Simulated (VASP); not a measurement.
# RbSi3Ge3 (Pm-3n) in VASP: a series of runs

RbSi3Ge3 is run at these levels: PBE; tasks: single point.

Everything below comes from runs of VASP 6.6.1. Logs are shortened: lines on timing, memory, paths and dates and some standing lists are left out, and cuts for length are marked.

**1. The cell of the first run**

Symmetry: Pm-3n, No. 223, cubic system. The conventional cell has a = 6.983 Å, b = 6.983 Å, c = 6.983 Å, α = 90.00°, β = 90.00°, γ = 90.00°. Rb (site symmetry m-3) has 12 Si at 3.90 Å and 12 Ge at 3.90 Å within 5.1 Å. Within 3.3 Å of Si (site symmetry -4m2) lie 4 Ge at 2.47 Å. Within 3.3 Å of Ge (site symmetry -4m2) lie 4 Si at 2.47 Å.

The cell was built from a structure type or drawn by symmetry, and may not be a known phase.

**2. Single point, PBE**

Contents of INCAR:

```
SYSTEM = RbSi3Ge3
  PREC = Accurate
  ENCUT = 520
  EDIFF = 1E-7
  ISMEAR = 0
  SIGMA = 0.1
  LREAL = .False.
  LASPH = .True.
  NELM = 60
  ALGO = Normal
  ISIF = 2
  LWAVE = .False.
  LCHARG = .False.
  GGA = PE
  NBANDS = 76
```

Contents of KPOINTS:

```
regular mesh
0
Gamma
  4 4 4
  0 0 0
```

Contents of POSCAR:

```
RbSi3Ge3
1.0
    6.9831358000      0.0000000000      0.0000000000
    0.0000000000      6.9831358000      0.0000000000
    0.0000000000      0.0000000000      6.9831358000
Rb Si Ge
2 6 6
Direct
    0.5000000000      0.5000000000      0.5000000000
    0.0000000000      0.0000000000      0.0000000000
    0.5000000000      0.0000000000      0.7500000000
    0.7500000000      0.5000000000      0.0000000000
    0.0000000000      0.7500000000      0.5000000000
    0.5000000000      0.0000000000      0.2500000000
    0.2500000000      0.5000000000      0.0000000000
    0.0000000000      0.2500000000      0.5000000000
    0.0000000000      0.5000000000      0.7500000000
    0.7500000000      0.0000000000      0.5000000000
    0.5000000000      0.7500000000      0.0000000000
    0.0000000000      0.5000000000      0.2500000000
    0.2500000000      0.0000000000      0.5000000000
    0.5000000000      0.2500000000      0.0000000000
```

Potentials or basis: VASP PAW PBE potentials, release 64 (Rb_sv, Si, Ge_d).

Launch:

```
> cat potpaw_PBE.64/Rb_sv/POTCAR potpaw_PBE.64/Si/POTCAR potpaw_PBE.64/Ge_d/POTCAR > POTCAR
> mpirun -np 1 vasp_std > vasp.out
```

OUTCAR:

```text
SYSTEM = RbSi3Ge3
   PREC = Accurate
   ENCUT = 520
   EDIFF = 1E-7
   ISMEAR = 0
   LREAL = .False.
   LASPH = .True.
   NELM = 60
   ISIF = 2
   GGA = PE

 ion  position               nearest neighbor table
   1  0.500  0.500  0.500-   3 3.90   4 3.90   5 3.90   6 3.90   7 3.90   8 3.90   9 3.90  10 3.90
                            11 3.90  12 3.90  13 3.90  14 3.90   4 3.90   7 3.90  11 3.90  14 3.90
   2  0.000  0.000  0.000-   3 3.90   4 3.90   5 3.90   6 3.90   7 3.90   8 3.90   9 3.90  10 3.90
                            11 3.90  12 3.90  13 3.90  14 3.90   5 3.90   8 3.90  10 3.90  13 3.90
   3  0.500  0.000  0.750-  10 2.47  11 2.47  13 2.47  14 2.47   1 3.90   2 3.90   1 3.90   2 3.90

   4  0.750  0.500  0.000-   9 2.47  11 2.47  12 2.47  14 2.47   1 3.90   2 3.90   1 3.90   2 3.90

   5  0.000  0.750  0.500-   9 2.47  10 2.47  12 2.47  13 2.47   1 3.90   2 3.90   2 3.90   1 3.90
[... 15 lines left out ...]
  13  0.250  0.000  0.500-   3 2.47   5 2.47   6 2.47   8 2.47   1 3.90   2 3.90   2 3.90   1 3.90

  14  0.500  0.250  0.000-   3 2.47   4 2.47   6 2.47   7 2.47   1 3.90   2 3.90   1 3.90   2 3.90

  LATTYP: Found a simple cubic cell.
 ALAT       =     6.9831358000

  Lattice vectors:

 A1 = (   6.9831358000,   0.0000000000,   0.0000000000)
 A2 = (   0.0000000000,   6.9831358000,   0.0000000000)
 A3 = (   0.0000000000,   0.0000000000,   6.9831358000)

Analysis of symmetry for initial positions (statically):
=====================================================================
 Subroutine PRICEL returns:
 Original cell was already a primitive cell.

 Routine SETGRP: Setting up the symmetry group for a
 simple cubic supercell.

 Subroutine GETGRP returns: Found 48 space group operations
 (whereof 24 operations were pure point group operations)
 out of a pool of 48 trial point group operations.

The static configuration has the point symmetry T_h .
 The point group associated with its full space group is O_h .

Analysis of symmetry for dynamics (positions and initial velocities):
=====================================================================
 Subroutine PRICEL returns:
 Original cell was already a primitive cell.

 Routine SETGRP: Setting up the symmetry group for a
 simple cubic supercell.

 Subroutine GETGRP returns: Found 48 space group operations
 (whereof 24 operations were pure point group operations)
 out of a pool of 48 trial point group operations.

The dynamic configuration has the point symmetry T_h .
 The point group associated with its full space group is O_h .

 Subroutine INISYM returns: Found 48 space group operations
 (whereof 24 operations are pure point group operations),
 and found     1 'primitive' translations

----------------------------------------------------------------------------------------

                                     Primitive cell

  volume of cell :     340.5269

  direct lattice vectors                    reciprocal lattice vectors
     6.983135800  0.000000000  0.000000000     0.143202141  0.000000000  0.000000000
     0.000000000  6.983135800  0.000000000     0.000000000  0.143202141  0.000000000
     0.000000000  0.000000000  6.983135800     0.000000000  0.000000000  0.143202141

  length of vectors
     6.983135800  6.983135800  6.983135800     0.143202141  0.143202141  0.143202141

  position of ions in fractional coordinates (direct lattice)
     0.500000000  0.500000000  0.500000000
     0.000000000  0.000000000  0.000000000
     0.500000000  0.000000000  0.750000000
     0.750000000  0.500000000  0.000000000
     0.000000000  0.750000000  0.500000000
     0.500000000  0.000000000  0.250000000
     0.250000000  0.500000000  0.000000000
     0.000000000  0.250000000  0.500000000
     0.000000000  0.500000000  0.750000000
     0.750000000  0.000000000  0.500000000
     0.500000000  0.750000000  0.000000000
     0.000000000  0.500000000  0.250000000
     0.250000000  0.000000000  0.500000000
     0.500000000  0.250000000  0.000000000

  ion indices of the primitive-cell ions
   primitive index   ion index
                 1           1
                 2           2
                 3           3
                 4           4
                 5           5
                 6           6
                 7           7
                 8           8
                 9           9
                10          10
                11          11
                12          12
                13          13
                14          14

----------------------------------------------------------------------------------------

 KPOINTS: regular mesh

Automatic generation of k-mesh.
 Grid dimensions read from file:
 generate k-points for:    4    4    4

 Generating k-lattice:

  Cartesian coordinates                     Fractional coordinates (reciprocal lattice)
     0.035800535  0.000000000  0.000000000     0.250000000  0.000000000  0.000000000
     0.000000000  0.035800535  0.000000000     0.000000000  0.250000000  0.000000000
     0.000000000  0.000000000  0.035800535     0.000000000  0.000000000  0.250000000

  Length of vectors
     0.035800535  0.035800535  0.035800535

  Shift w.r.t. Gamma in fractional coordinates (k-lattice)
     0.000000000  0.000000000  0.000000000

 Subroutine IBZKPT returns following result:
 ===========================================

 Found     10 irreducible k-points:

 Following reciprocal coordinates:
            Coordinates               Weight
  0.000000  0.000000  0.000000      1.000000
  0.250000  0.000000  0.000000      6.000000
  0.500000  0.000000  0.000000      3.000000
  0.250000  0.250000  0.000000     12.000000
  0.500000  0.250000  0.000000     12.000000
  0.500000  0.500000  0.000000      3.000000
  0.250000  0.250000  0.250000      8.000000
  0.500000  0.250000  0.250000     12.000000
  0.500000  0.500000  0.250000      6.000000
  0.500000  0.500000  0.500000      1.000000
   k-points           NKPTS =     10   k-points in BZ     NKDIM =     10   number of bands    NBANDS=     76
   number of dos      NEDOS =    301   number of ions     NIONS =     14
   total plane-waves  NPLWV = 157464
   dimension x,y,z NGX =    54 NGY =   54 NGZ =   54
   dimension x,y,z NGXF=   108 NGYF=  108 NGZF=  108
   ions per type =               2   6   6
   NGX,Y,Z   is equivalent  to a cutoff of  12.86, 12.86, 12.86 a.u.
   NGXF,Y,Z  is equivalent  to a cutoff of  25.71, 25.71, 25.71 a.u.
 SYSTEM =  RbSi3Ge3
   PREC   = accura    normal or accurate (medium, high low for compatibility)
   ISTART =      0    job   : 0-new  1-cont  2-samecut
   ICHARG =      2    charge: 1-file 2-atom 10-const
   ISPIN  =      1    spin polarized calculation?
   LNONCOLLINEAR =      F non collinear calculations
   LSORBIT =      F    spin-orbit coupling
   LASPH  =      T    aspherical Exc in radial PAW
   ENCUT  =  520.0 eV  38.22 Ry    6.18 a.u.  12.98 12.98 12.98*2*pi/ulx,y,z
   NELM   =     60;   NELMIN=  2; NELMDL= -5     # of ELM steps
   EDIFF  = 0.1E-06   stopping-criterion for ELM
   LREAL  =      F    real-space projection
   EDIFFG = 0.1E-05   stopping-criterion for IOM
   NSW    =      0    number of steps for IOM
   IBRION =     -1    ionic relax: 0-MD 1-quasi-New 2-CG
   NFREE  =      0    steps in history (QN), initial steepest desc. (CG)
   ISIF   =      2    stress and relaxation
   ISYM   =      2    0-nonsym 1-usesym 2-fastsym
   POTIM  = 0.5000    time-step for ionic-motion
   TEBEG  =    0.0;   TEEND  =   0.0 temperature during run
   PSTRESS=    0.0 pullay stress
   NELECT =     126.0000    total number of electrons
   NUPDOWN=      -1.0000    fix difference up-down
   EMIN   =  10.00;   EMAX   =-10.00  energy-range for DOS
   EFERMI =   0.00;   METHOD = LEGACY
   ISMEAR =     0;   SIGMA  =   0.10  broadening in eV -4-tet -1-fermi 0-gaus
   EFERMI_NEDOS =   21; number of points for ismear=-14 and -15
   IALGO  =     38    algorithm
   IMIX   =      4    mixing-type and parameters
     AMIX     =   0.40;   BMIX     =  1.00
     AMIX_MAG =   1.60;   BMIX_MAG =  1.00
  volume/ion in A,a.u.               =      24.32       164.14
  Fermi-wavevector in a.u.,A,eV,Ry     =   1.175298  2.220990 18.794061  1.381325
  Thomas-Fermi vector in A             =   2.311681
   LORBIT       =      0    0 simple, 1 ext, 2 COOP (PROOUT), +10 PAW based schemes
   GGA     = PE    functional components
   LHFCALC =     F    Hartree Fock is set to
   AEXX    =    0.0000 exact exchange contribution
   IVDW    =     0    specifies the selected vdW correction
   LEPSILON=     F    determine dielectric tensor
   LRPA    =     F    only Hartree local field effects (RPA)
 non-spin polarized calculation
 Gauss-broadening in eV      SIGMA  =   0.10
  energy-cutoff  :      520.00
  volume of cell :      340.53
 maximum number of plane-waves:      9220
 NGX is ok and might be reduce to    54
   NGX = 25   NGY = 25   NGZ = 25

 number of electron     126.0000083 magnetization

 Free energy of the ion-electron system (eV)
  ---------------------------------------------------
  ext. energy  EPLUGINS =         0.00000000
  ---------------------------------------------------
  free energy    TOTEN  =       -61.11810194 eV

  energy without entropy =      -61.10489994  energy(sigma->0) =      -61.11150094

 E-fermi :   4.8985     XC(G=0):  -9.2270

 val. band max:        4.8276010704   @ k =   0.2500   0.0000   0.0000
 cond. band min:       4.9862909269   @ k =   0.2500   0.2500   0.0000
 fundamental gap:      0.1586898565
 Fermi energy:         4.8985009689

 k-point     1 :       0.0000    0.0000    0.0000
  band No.  band energies     occupation
      1     -23.1730      2.00000
      2     -23.1724      2.00000
      3     -19.9853      2.00000
      4     -19.9853      2.00000
      5     -19.9853      2.00000
      6     -19.9796      2.00000
[... 769 lines left out ...]
     74       7.5641      0.00000
     75       7.5641      0.00000
 [bands above 75 left out]

------------------------ aborting loop because EDIFF is reached ----------------------------------------

  FORCE on cell =-STRESS in cart. coord.  units (eV):
  Direction    XX          YY          ZZ          XY          YZ          ZX
  --------------------------------------------------------------------------------------
  -------------------------------------------------------------------------------------
  Total       -0.0976169     -0.0976169     -0.0976169      0.0000000      0.0000000     -0.0000000
  in kB       -0.4592868     -0.4592868     -0.4592868      0.0000000      0.0000000     -0.0000000
  external PRESSURE =      -0.4592868 kB  Pullay stress =       0.0000000 kB

 VOLUME and BASIS-vectors are now :
 -----------------------------------------------------------------------------
  energy-cutoff  :      520.00
  volume of cell :      340.53
      direct lattice vectors                 reciprocal lattice vectors
     6.983135800  0.000000000  0.000000000     0.143202141  0.000000000  0.000000000
     0.000000000  6.983135800  0.000000000     0.000000000  0.143202141  0.000000000
     0.000000000  0.000000000  6.983135800     0.000000000  0.000000000  0.143202141

 POSITION                                       TOTAL-FORCE (eV/Angst)
 -----------------------------------------------------------------------------------
      3.49157      3.49157      3.49157        -0.000000      0.000000      0.000000
      0.00000      0.00000      0.00000        -0.000000      0.000000      0.000000
      3.49157      0.00000      5.23735         0.000000      0.000000      0.000000
      5.23735      3.49157      0.00000        -0.000000      0.000000      0.000000
      0.00000      5.23735      3.49157        -0.000000      0.000000      0.000000
      3.49157      0.00000      1.74578        -0.000000      0.000000      0.000000
      1.74578      3.49157      0.00000         0.000000      0.000000      0.000000
      0.00000      1.74578      3.49157        -0.000000      0.000000      0.000000
      0.00000      3.49157      5.23735        -0.000000      0.000000      0.000000
      5.23735      0.00000      3.49157         0.000000      0.000000     -0.000000
      3.49157      5.23735      0.00000        -0.000000     -0.000000     -0.000000
      0.00000      3.49157      1.74578         0.000000     -0.000000     -0.000000
      1.74578      0.00000      3.49157        -0.000000     -0.000000     -0.000000
      3.49157      1.74578      0.00000        -0.000000      0.000000      0.000000
 -----------------------------------------------------------------------------------
    total drift:                                0.000000      0.000000      0.000000

  FREE ENERGIE OF THE ION-ELECTRON SYSTEM (eV)
  ---------------------------------------------------
  free  energy   TOTEN  =       -61.1181019408 eV

  energy  without entropy=      -61.1048999399  energy(sigma->0) =      -61.11150094
```

It took 3 min on 1 thread of AMD EPYC 9R45 (Zen 5), shared host; peak memory 0.49 GiB.

What came out:

* Free energy: -61.1181 eV
* Pressure: 0.0 GPa
* Band gap on the k mesh: zero (bands 63 and 64 overlap by 2.29 eV)

**3. Single point, PBE**

Contents of INCAR:

```
PREC = Accurate ; ENCUT = 520
EDIFF = 1E-7 ; ISMEAR = 0
SIGMA = 0.2 ; LREAL = False
LASPH = True ; NELM = 100
ALGO = Normal ; ISIF = 2
LWAVE = False ; LCHARG = False
GGA = PE ; NBANDS = 76
```

Contents of KPOINTS:

```
Automatic mesh
0
Gamma
  4 4 4
```

POSCAR is that of step 2.

Potentials or basis: VASP PAW PBE potentials, release 64 (Rb_sv, Si, Ge_d).

Launch:

```
> cat potpaw_PBE.64/Rb_sv/POTCAR potpaw_PBE.64/Si/POTCAR potpaw_PBE.64/Ge_d/POTCAR > POTCAR
> mpirun -np 1 vasp_std > vasp.out
```

Run time: 3.1 min. Hardware: 1 thread of AMD EPYC 9R45 (Zen 5), shared host; peak memory 0.49 GiB.

The run converged. Its results:

| Quantity | Value |
| --- | --- |
| Free energy | -61.1420 eV |
| Pressure | 0.0 GPa |
| Band gap on the k mesh | zero (bands 63 and 64 overlap by 2.29 eV) |

Levels at points of the mesh, in eV from the Fermi level:
```tsv
k point	band 61	band 62	band 63	band 64	band 65	band 66
(0.00, 0.00, 0.00)	-0.63	-0.63	-0.43	-0.43	-0.43	0.21
(0.50, 0.00, 0.00)	-1.36	-1.36	-0.85	-0.85	1.47	1.47
(0.50, 0.50, 0.00)	-1.36	-1.35	-0.09	-0.09	1.19	1.26
(0.50, 0.50, 0.50)	-2.59	-2.59	1.45	1.45	1.45	1.45
```

**4. Single point, PBE**

Contents of INCAR:

```
SYSTEM = RbSi3Ge3
PREC = Accurate
ENCUT = 520
EDIFF = 1E-7
ISMEAR = 0
SIGMA = 0.1
LREAL = .False.
LASPH = .True.
NELM = 60
ALGO = Normal
ISIF = 2
LWAVE = .False.
LCHARG = .True.
GGA = PE
LELF = .True.
LVHAR = .True.
NBANDS = 76
```

Contents of KPOINTS:

```
regular mesh
0
Gamma
  6 6 6
  0 0 0
```

POSCAR is that of step 3.

Launch:

```
> cat potpaw_PBE.64/Rb_sv/POTCAR potpaw_PBE.64/Si/POTCAR potpaw_PBE.64/Ge_d/POTCAR > POTCAR
> mpirun -np 1 vasp_std > vasp.out
```

It took 6.1 min on 1 thread of AMD EPYC 9R45 (Zen 5), shared host; peak memory 0.62 GiB.

The run converged. Its results:

| Quantity | Value |
| --- | --- |
| Free energy | -61.1375 eV |
| Pressure | 0.0 GPa |
| Band gap on the k mesh | zero (bands 63 and 64 overlap by 2.29 eV) |

Levels at points of the mesh, in eV from the Fermi level:
```csv
k point,band 61,band 62,band 63,band 64,band 65,band 66
"(0.00, 0.00, 0.00)",-0.52,-0.52,-0.32,-0.32,-0.32,0.32
"(0.50, 0.00, 0.00)",-1.25,-1.25,-0.74,-0.74,1.58,1.58
"(0.50, 0.50, 0.00)",-1.25,-1.24,0.02,0.02,1.30,1.37
"(0.50, 0.50, 0.50)",-2.48,-2.48,1.56,1.56,1.56,1.56
```

**5. Summary**

```csv
k mesh,smearing,gap on the mesh (eV),pressure (GPa)
4 × 4 × 4,gaussian 0.1 eV,none,0.0
4 × 4 × 4,gaussian 0.2 eV,none,0.0
6 × 6 × 6,gaussian 0.1 eV,none,0.0
```

Alike in all rows: task single point; level PBE; potentials or basis VASP PAW PBE potentials, release 64 (Rb_sv, Si, Ge_d); no spin polarisation; cell as given; cutoff (eV) 520.

Absolute energies hang on the potentials; compare differences alone.
